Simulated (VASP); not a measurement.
Input of a VASP 6.6.1 run:

File INCAR:

```
ALGO = Normal
EDIFF = 1E-6
EDIFFG = -0.005
ENCUT = 600
GGA = PE
IBRION = 2
ISIF = 3
ISMEAR = 0
LASPH = T
LCHARG = F
LREAL = F
LWAVE = F
NELM = 80
NSW = 70
PREC = Accurate
SIGMA = 0.02
```

Contents of KPOINTS:

```
k-points
0
Gamma
  8 8 4
```

File POSCAR:

```
Cl
1.0
    3.2922195250     -2.0343234529      0.0000000000
    3.2922195250      2.0343234529      0.0000000000
    0.0000000000      0.0000000000      8.0987698865
Cl
4
Direct
    0.8756465304      0.1243534696      0.1088043941
    0.6243534696      0.3756465304      0.6088043941
    0.1243534696      0.8756465304      0.8911956059
    0.3756465304      0.6243534696      0.3911956059
```

Potentials or basis: VASP PAW PBE potentials, release 64 (Cl).

Command:

```bash
$ cat potpaw_PBE.64/Cl/POTCAR > POTCAR
$ mpirun -np 1 vasp_std > vasp.out
```

Q: Estimate the relaxed volume.

A: 34.66 Å³/atom.

Q: What does it give for the space group after relaxing (to 0.1 Å)?

A: Cmce (No. 64).

Q: Predict the relaxed cell.

A: a = 4.396 Å, b = 4.396 Å, c = 8.358 Å, α = 90.00°, β = 90.00°, γ = 59.13°.

Forces on the atoms (eV/Å):
```
Cl   0.000  0.003  0.004
Cl   0.000 -0.003  0.004
Cl   0.000 -0.003 -0.004
Cl   0.000  0.003 -0.004
```

Caveat: the volume moved by over 15 % at a fixed basis, so the end points are rough; this functional lacks dispersion, which holds the molecules together, so the pressure and a relaxed volume are unreliable. PBE usually gives volumes a little too large and moduli too small.
